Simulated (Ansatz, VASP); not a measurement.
## One calculation of Si2W, two programs

```
Si W
1.0
    -1.61453    1.61453    3.93355
     1.61453   -1.61453    3.93355
     1.61453    1.61453   -3.93355
Si W
2 1
Direct
  0.33456 0.33456 0.00000
  0.66544 0.66544 0.00000
  0.00000 0.00000 0.00000
```

Alike in both runs: functional PBE; k mesh 18 × 18 × 18; occupations gaussian, width 0.1 eV; no spin polarisation.

Ansatz relaxed the structure, and its values are those at the end. VASP's run is a single point on that final structure, the one shown.

|  | VASP | Ansatz |
| --- | --- | --- |
| version | VASP 6.6.1 | Ansatz 0.2.0 |
| potentials or method | VASP PAW PBE potentials, release 64 (Si, W_sv), cutoff 520 eV | scalar-relativistic, plane waves, PAW |
| valence electrons in the cell | 22 | 22 |

|  | VASP | Ansatz | Ansatz less VASP |
| --- | --- | --- | --- |
| gap on the k mesh at the Fermi level (eV) | none | none | - |
| pressure (GPa) | 0.1 | 0.0 | -0.06 |

A gap of «none» marks a metal or a gap that the smearing closes. With one functional, cell and mesh, what is left measures potentials, basis and numerics.

Neither program's run includes spin-orbit coupling.
